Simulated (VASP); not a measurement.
A run of VASP 6.6.1 is set up as follows.

INCAR

```
SYSTEM = Sn3P4
PREC     = Accurate       ! precision mode
ENCUT    = 600            ! plane-wave cutoff, eV
EDIFF    = 1E-6           ! SCF threshold, eV
ISMEAR   = 0              ! smearing method
SIGMA    = 0.1            ! smearing width, eV
LREAL    = .FALSE.        ! projectors in reciprocal space
LASPH    = .TRUE.         ! aspherical terms in the spheres
NELM     = 60             ! most SCF steps
ALGO     = Normal         ! electronic algorithm
ISIF     = 3              ! what is computed and relaxed
LWAVE    = .FALSE.        ! write WAVECAR
LCHARG   = .FALSE.        ! write CHGCAR
GGA      = PE             ! functional
IBRION   = 2              ! ionic algorithm
NSW      = 90             ! ionic steps
EDIFFG   = -0.04          ! ionic threshold
```

KPOINTS

```
Automatic mesh
0
G
  4 4 4
  0 0 0
```

File POSCAR:

```
Sn3P4
1.0
    5.3412010000      0.0000000000      0.0000000000
    0.0000000000      5.3412010000      0.0000000000
    0.0000000000      0.0000000000      6.7255069400
Sn P
3 4
Direct
    0.5000000000      0.5000000000      0.0000000000
    0.0000000000      0.5000000000      0.0000000000
    0.5000000000      0.0000000000      0.0000000000
    0.1831446700      0.1831446700      0.5000000000
    0.8168553300      0.8168553300      0.5000000000
    0.8168553300      0.1831446700      0.5000000000
    0.1831446700      0.8168553300      0.5000000000
```

Potentials or basis: VASP PAW PBE potentials, release 64 (Sn_d, P).

Launch:

```sh
$ cat potpaw_PBE.64/Sn_d/POTCAR potpaw_PBE.64/P/POTCAR > POTCAR
$ mpirun -np 1 vasp_std > vasp.out
```

(1) What does it give for the space group after relaxing (to 0.1 Å)?

(2) Estimate the relaxed cell.

(3) What does it give for the relaxed volume?

(4) Estimate the band gap on the k mesh.

## Answers

(1) P4/mmm (No. 123).

(2) a = 6.394 Å, b = 6.394 Å, c = 3.884 Å, α = 90.00°, β = 90.00°, γ = 90.00°.

(3) 22.69 Å³/atom.

(4) zero (bands 31 and 32 overlap by 1.57 eV).

Caveat: the volume moved by over 15 % at a fixed basis, so the end points are rough; spin-orbit coupling is left out, which moves the levels of the heavy elements.
